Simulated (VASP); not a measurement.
# BeS (rocksalt type) (Fm-3m) in VASP: notebook

Runs on BeS (rocksalt type). Level: LDA. Tasks: single point.

Program: VASP 6.6.1. These are calculated values, not measurements. Logs are shortened: lines on timing, memory, paths and dates and some standing lists are left out, and cuts for length are marked.

## (1) The cell of the first run

It takes space group Fm-3m (No. 225, cubic). The conventional cell has a = 3.357 Å, b = 3.357 Å, c = 3.357 Å, α = 90.00°, β = 90.00°, γ = 90.00°. Be (site symmetry m-3m) has 6 S at 1.68 Å within 2.2 Å. S (site symmetry m-3m) has 6 Be at 1.68 Å within 2.2 Å.

## (2) Single point, LDA (volume scaled by 0.4)

INCAR reads:

```
PREC = Accurate ; ENCUT = 600
EDIFF = 1E-6 ; ISMEAR = -1
SIGMA = 0.08 ; LREAL = False
LASPH = True ; NELM = 120
ALGO = Normal ; ISIF = 2
LWAVE = False ; LCHARG = False
NBANDS = 11 ; GGA_COMPAT = False
```

KPOINTS reads:

```
regular mesh
0
Gamma
  17 17 17
```

POSCAR reads:

```
BeS
1.0
    0.0000000000      1.6783374464      1.6783374464
    1.6783374464      0.0000000000      1.6783374464
    1.6783374464      1.6783374464      0.0000000000
Be S
1 1
Direct
    0.0000000000      0.0000000000      0.0000000000
    0.5000000000      0.5000000000      0.5000000000
```

Potentials or basis: VASP PAW LDA potentials, release 64 (Be, S).

Command:

```bash
$ cat potpaw_LDA.64/Be/POTCAR potpaw_LDA.64/S/POTCAR > POTCAR
$ mpirun -np 1 vasp_std > vasp.out
```

OUTCAR:

```text
PREC = Accurate
   ENCUT = 600
   EDIFF = 1E-6
   ISMEAR = -1
   LREAL = False
   LASPH = True
   NELM = 120
   ISIF = 2

 ion  position               nearest neighbor table
   1  0.000  0.000  0.000-   2 1.68   2 1.68   2 1.68   2 1.68   2 1.68   2 1.68
   2  0.500  0.500  0.500-   1 1.68   1 1.68   1 1.68   1 1.68   1 1.68   1 1.68

  LATTYP: Found a face centered cubic cell.
 ALAT       =     3.3566748928

  Lattice vectors:

 A1 = (   0.0000000000,   1.6783374464,   1.6783374464)
 A2 = (   1.6783374464,   0.0000000000,   1.6783374464)
 A3 = (   1.6783374464,   1.6783374464,   0.0000000000)

Analysis of symmetry for initial positions (statically):
=====================================================================
 Subroutine PRICEL returns:
 Original cell was already a primitive cell.

 Routine SETGRP: Setting up the symmetry group for a
 face centered cubic supercell.

 Subroutine GETGRP returns: Found 48 space group operations
 (whereof 48 operations were pure point group operations)
 out of a pool of 48 trial point group operations.

The static configuration has the point symmetry O_h .

Analysis of symmetry for dynamics (positions and initial velocities):
=====================================================================
 Subroutine PRICEL returns:
 Original cell was already a primitive cell.

 Routine SETGRP: Setting up the symmetry group for a
 face centered cubic supercell.

 Subroutine GETGRP returns: Found 48 space group operations
 (whereof 48 operations were pure point group operations)
 out of a pool of 48 trial point group operations.

The dynamic configuration has the point symmetry O_h .

 Subroutine INISYM returns: Found 48 space group operations
 (whereof 48 operations are pure point group operations),
 and found     1 'primitive' translations

----------------------------------------------------------------------------------------

                                     Primitive cell

  volume of cell :       9.4551

  direct lattice vectors                    reciprocal lattice vectors
     0.000000000  1.678337446  1.678337446    -0.297913868  0.297913868  0.297913868
     1.678337446  0.000000000  1.678337446     0.297913868 -0.297913868  0.297913868
     1.678337446  1.678337446  0.000000000     0.297913868  0.297913868 -0.297913868

  length of vectors
     2.373527579  2.373527579  2.373527579     0.516001955  0.516001955  0.516001955

  position of ions in fractional coordinates (direct lattice)
     0.000000000  0.000000000  0.000000000
     0.500000000  0.500000000  0.500000000

  ion indices of the primitive-cell ions
   primitive index   ion index
                 1           1
                 2           2

----------------------------------------------------------------------------------------

 KPOINTS: regular mesh

Automatic generation of k-mesh.
 Grid dimensions read from file:
 generate k-points for:   17   17   17

 Generating k-lattice:

  Cartesian coordinates                     Fractional coordinates (reciprocal lattice)
    -0.017524345  0.017524345  0.017524345     0.058823529  0.000000000  0.000000000
     0.017524345 -0.017524345  0.017524345     0.000000000  0.058823529  0.000000000
     0.017524345  0.017524345 -0.017524345     0.000000000  0.000000000  0.058823529

  Length of vectors
     0.030353056  0.030353056  0.030353056

  Shift w.r.t. Gamma in fractional coordinates (k-lattice)
     0.000000000  0.000000000  0.000000000

 Subroutine IBZKPT returns following result:
 ===========================================

 Found    165 irreducible k-points:

 Following reciprocal coordinates:
            Coordinates               Weight
  0.000000  0.000000  0.000000      1.000000
  0.058824  0.000000  0.000000      8.000000
  0.117647  0.000000  0.000000      8.000000
  0.176471  0.000000  0.000000      8.000000
  0.235294  0.000000  0.000000      8.000000
  0.294118  0.000000  0.000000      8.000000
[... 16 lines left out ...]
 -0.176471  0.058824  0.000000     24.000000
 -0.117647  0.058824  0.000000     24.000000
 [... further k-points ...]
   k-points           NKPTS =    165   k-points in BZ     NKDIM =    165   number of bands    NBANDS=     11
   number of dos      NEDOS =    301   number of ions     NIONS =      2
   total plane-waves  NPLWV =   8000
   dimension x,y,z NGX =    20 NGY =   20 NGZ =   20
   dimension x,y,z NGXF=    40 NGYF=   40 NGZF=   40
   ions per type =               1   1
   NGX,Y,Z   is equivalent  to a cutoff of  14.01, 14.01, 14.01 a.u.
   NGXF,Y,Z  is equivalent  to a cutoff of  28.02, 28.02, 28.02 a.u.
 SYSTEM =  unknown system
   PREC   = accura    normal or accurate (medium, high low for compatibility)
   ISTART =      0    job   : 0-new  1-cont  2-samecut
   ICHARG =      2    charge: 1-file 2-atom 10-const
   ISPIN  =      1    spin polarized calculation?
   LNONCOLLINEAR =      F non collinear calculations
   LSORBIT =      F    spin-orbit coupling
   LASPH  =      T    aspherical Exc in radial PAW
   ENCUT  =  600.0 eV  44.10 Ry    6.64 a.u.   4.74  4.74  4.74*2*pi/ulx,y,z
   NELM   =    120;   NELMIN=  2; NELMDL= -5     # of ELM steps
   EDIFF  = 0.1E-05   stopping-criterion for ELM
   LREAL  =      F    real-space projection
   EDIFFG = 0.1E-04   stopping-criterion for IOM
   NSW    =      0    number of steps for IOM
   IBRION =     -1    ionic relax: 0-MD 1-quasi-New 2-CG
   NFREE  =      0    steps in history (QN), initial steepest desc. (CG)
   ISIF   =      2    stress and relaxation
   ISYM   =      2    0-nonsym 1-usesym 2-fastsym
   POTIM  = 0.5000    time-step for ionic-motion
   TEBEG  =    0.0;   TEEND  =   0.0 temperature during run
   PSTRESS=    0.0 pullay stress
   NELECT =       8.0000    total number of electrons
   NUPDOWN=      -1.0000    fix difference up-down
   EMIN   =  10.00;   EMAX   =-10.00  energy-range for DOS
   EFERMI =   0.00;   METHOD = LEGACY
   ISMEAR =    -1;   SIGMA  =   0.08  broadening in eV -4-tet -1-fermi 0-gaus
   EFERMI_NEDOS =   21; number of points for ismear=-14 and -15
   IALGO  =     38    algorithm
   IMIX   =      4    mixing-type and parameters
     AMIX     =   0.40;   BMIX     =  1.00
     AMIX_MAG =   1.60;   BMIX_MAG =  1.00
  volume/ion in A,a.u.               =       4.73        31.90
  Fermi-wavevector in a.u.,A,eV,Ry     =   1.548397  2.926045 32.620404  2.397532
  Thomas-Fermi vector in A             =   2.653353
   LORBIT       =      0    0 simple, 1 ext, 2 COOP (PROOUT), +10 PAW based schemes
   GGA     = CA    functional components
   LHFCALC =     F    Hartree Fock is set to
   AEXX    =    0.0000 exact exchange contribution
   IVDW    =     0    specifies the selected vdW correction
   LEPSILON=     F    determine dielectric tensor
   LRPA    =     F    only Hartree local field effects (RPA)
 non-spin polarized calculation
  energy-cutoff  :      600.00
  volume of cell :        9.46
 maximum number of plane-waves:       331
   NGX =  9   NGY =  9   NGZ =  9

 number of electron       8.0000000 magnetization

 Free energy of the ion-electron system (eV)
  ---------------------------------------------------
  ext. energy  EPLUGINS =         0.00000000
  ---------------------------------------------------
  free energy    TOTEN  =         2.03922311 eV

  energy without entropy =        2.04569152  energy(sigma->0) =        2.04245732

 E-fermi :  24.5261     XC(G=0): -15.2464

 val. band max:       24.4505147887   @ k =   0.1765   0.1176   0.0000
 cond. band min:      24.5315839384   @ k =   0.1176   0.0588   0.0000
 fundamental gap:      0.0810691497
 Fermi energy:        24.5261388079

 k-point     1 :       0.0000    0.0000    0.0000
  band No.  band energies     occupation
      1      -3.0873      2.00000
      2      24.4136      1.60665
      3      24.4136      1.60665
      4      24.4136      1.60665
      5      30.6496      0.00000
      6      30.6496      0.00000
      7      30.6496      0.00000
      8      38.1003      0.00000
      9      38.1003      0.00000
     10      39.9408      0.00000
     11      40.2731      0.00000

 k-point     2 :       0.0588    0.0000    0.0000
  band No.  band energies     occupation
      1      -2.9839      2.00000
      2      23.3514      2.00000
      3      24.2359      1.94826
      4      24.2359      1.94826
      5      31.0603      0.00000
      6      31.0603      0.00000
      7      31.0673      0.00000
      8      36.3079      0.00000
      9      36.3079      0.00000
     10      40.1600      0.00000
     11      40.8725      0.00000

 k-point     3 :       0.1176    0.0000    0.0000
  band No.  band energies     occupation
      1      -2.6743      2.00000
      2      21.0325      2.00000
      3      23.8292      1.99967
      4      23.8292      1.99967
      5      31.6878      0.00000
      6      32.1081      0.00000
      7      32.1081      0.00000
      8      34.0517      0.00000
      9      34.0517      0.00000
     10      39.9415      0.00000
     11      43.3654      0.00000

 k-point     4 :       0.1765    0.0000    0.0000
  band No.  band energies     occupation
      1      -2.1606      2.00000
      2      18.3578      2.00000
      3      23.3989      2.00000
      4      23.3989      2.00000
      5      31.6335      0.00000
      6      31.6335      0.00000
      7      32.0791      0.00000
      8      34.0048      0.00000
      9      34.0048      0.00000
     10      39.7904      0.00000
     11      46.8635      0.00000
[... 239 lines left out ...]
 k-point    22 :      -0.2353    0.0588    0.0000
  band No.  band energies     occupation
      1      -1.0734      2.00000
      2      14.8668      2.00000
      3      21.0848      2.00000
      4      24.6027      0.55494
      5      27.5494      0.00000
      6      30.2987      0.00000
      7      32.7002      0.00000
      8      35.2444      0.00000
      9      38.0426      0.00000
     10      40.8223      0.00000
     11      51.4495      0.00000

 k-point    23 :      -0.1765    0.0588    0.0000
  band No.  band energies     occupation
      1      -1.8520      2.00000
      2      17.5060      2.00000
      3      21.4333      2.00000
      4      24.7258      0.15231
      5      29.3787      0.00000
      6      31.8518      0.00000
      7      32.4453      0.00000
      8      33.2868      0.00000
      9      36.4167      0.00000
     10      40.4593      0.00000
     11      48.0533      0.00000

 k-point    24 :      -0.1176    0.0588    0.0000
  band No.  band energies     occupation
      1      -2.4335      2.00000
      2      20.1859      2.00000
      3      21.9682      2.00000
      4      24.8258      0.04615
      5      31.3659      0.00000
      6      31.7254      0.00000
      7      31.9082      0.00000
      8      33.3687      0.00000
      9      35.2486      0.00000
     10      40.5306      0.00000
     11      44.8998      0.00000

 [... further k-points ...]
[... 5 lines left out ...]
  --------------------------------------------------------------------------------------
  -------------------------------------------------------------------------------------
  Total       31.9708938     31.9708938     31.9708938     -0.0000000     -0.0000000      0.0000000
  in kB     5417.4824245   5417.4824245   5417.4824245     -0.0000000     -0.0000000      0.0000000
  external PRESSURE =    5417.4824245 kB  Pullay stress =       0.0000000 kB

 VOLUME and BASIS-vectors are now :
 -----------------------------------------------------------------------------
  energy-cutoff  :      600.00
  volume of cell :        9.46
      direct lattice vectors                 reciprocal lattice vectors
     0.000000000  1.678337446  1.678337446    -0.297913868  0.297913868  0.297913868
     1.678337446  0.000000000  1.678337446     0.297913868 -0.297913868  0.297913868
     1.678337446  1.678337446  0.000000000     0.297913868  0.297913868 -0.297913868

 POSITION                                       TOTAL-FORCE (eV/Angst)
 -----------------------------------------------------------------------------------
      0.00000      0.00000      0.00000        -0.000000     -0.000000      0.000000
      1.67834      1.67834      1.67834         0.000000      0.000000     -0.000000
 -----------------------------------------------------------------------------------
    total drift:                                0.000000      0.000000      0.000000

  FREE ENERGIE OF THE ION-ELECTRON SYSTEM (eV)
  ---------------------------------------------------
  free  energy   TOTEN  =         2.0392231109 eV

  energy  without entropy=        2.0456915223  energy(sigma->0) =        2.04245732
```

Wall time 12 s (1 thread of Intel Xeon Platinum 8375C at 2.90GHz (Ice Lake), shared host); peak memory 0.13 GiB.

What came out:

- Free energy: 2.0392 eV
- Pressure: 541.7 GPa
- Band gap on the k mesh: zero (band 4 reaches 25.84 eV, above the bottom of band 5 at 21.50 eV)

Levels at points of the mesh, in eV from the Fermi level:
```csv
k point,band 1,band 2,band 3,band 4,band 5,band 6,band 7,band 8,band 9
"(0.00, 0.00, 0.00)",-27.61,-0.11,-0.11,-0.11,6.12,6.12,6.12,13.57,13.57
```

## (3) Single point, LDA (volume scaled by 0.4, level accurate)

INCAR reads:

```
SYSTEM = BeS
ALGO = Normal
EDIFF = 1E-6
ENCUT = 600
GGA_COMPAT = .False.
ISIF = 2
ISMEAR = -1
LASPH = .True.
LCHARG = .True.
LELF = .True.
LREAL = .False.
LVHAR = .True.
LWAVE = .False.
NBANDS = 11
NELM = 120
PREC = Accurate
SIGMA = 0.08
```

KPOINTS reads:

```
k-points
0
Gamma
  17 17 17
  0 0 0
```

POSCAR is that of step 2.

Potentials or basis: VASP PAW LDA potentials, release 64 (Be, S).

Command:

```bash
$ cat potpaw_LDA.64/Be/POTCAR potpaw_LDA.64/S/POTCAR > POTCAR
$ mpirun -np 1 vasp_std > vasp.out
```

Run time: 13 s. Hardware: 1 thread of Intel Xeon Platinum 8375C at 2.90GHz (Ice Lake), shared host; peak memory 0.13 GiB.

Results (log left out):

- Free energy: 2.0392 eV
- Pressure: 541.7 GPa
- Band gap on the k mesh: zero (band 4 reaches 25.84 eV, above the bottom of band 5 at 21.50 eV)

Levels at points of the mesh, in eV from the Fermi level:
```csv
k point,band 2,band 3,band 4,band 5,band 6,band 7
"(0.00, 0.00, 0.00)",-0.11,-0.11,-0.11,6.12,6.12,6.12
```

## (4) Single point, LDA (volume scaled by 0.5)

INCAR reads:

```
SYSTEM = BeS
  PREC = Accurate
  ENCUT = 600
  EDIFF = 1E-6
  ISMEAR = -1
  SIGMA = 0.08
  LREAL = .False.
  LASPH = .True.
  NELM = 120
  ALGO = Normal
  ISIF = 2
  LWAVE = .False.
  LCHARG = .False.
  GGA = CA
  NBANDS = 11
  GGA_COMPAT = .False.
```

KPOINTS reads:

```
Automatic mesh
0
Gamma
  17 17 17
  0 0 0
```

POSCAR reads:

```
BeS
1.0
    0.0000000000      1.8079342081      1.8079342081
    1.8079342081      0.0000000000      1.8079342081
    1.8079342081      1.8079342081      0.0000000000
Be S
1 1
Direct
    0.0000000000      0.0000000000      0.0000000000
    0.5000000000      0.5000000000      0.5000000000
```

Command:

```bash
$ cat potpaw_LDA.64/Be/POTCAR potpaw_LDA.64/S/POTCAR > POTCAR
$ mpirun -np 1 vasp_std > vasp.out
```

Run time: 12 s. Hardware: 1 thread of Intel Xeon Platinum 8375C at 2.90GHz (Ice Lake), shared host; peak memory 0.13 GiB.

It converged, with:

- Free energy: -3.8576 eV
- Pressure: 288.0 GPa
- Band gap on the k mesh: zero (band 4 reaches 19.81 eV, above the bottom of band 5 at 18.41 eV)

Levels at points of the mesh, in eV from the Fermi level:
| k point | band 2 | band 3 | band 4 | band 5 | band 6 | band 7 |
| --- | --- | --- | --- | --- | --- | --- |
| (0.00, 0.00, 0.00) | -0.58 | -0.58 | -0.58 | 6.75 | 6.75 | 6.75 |
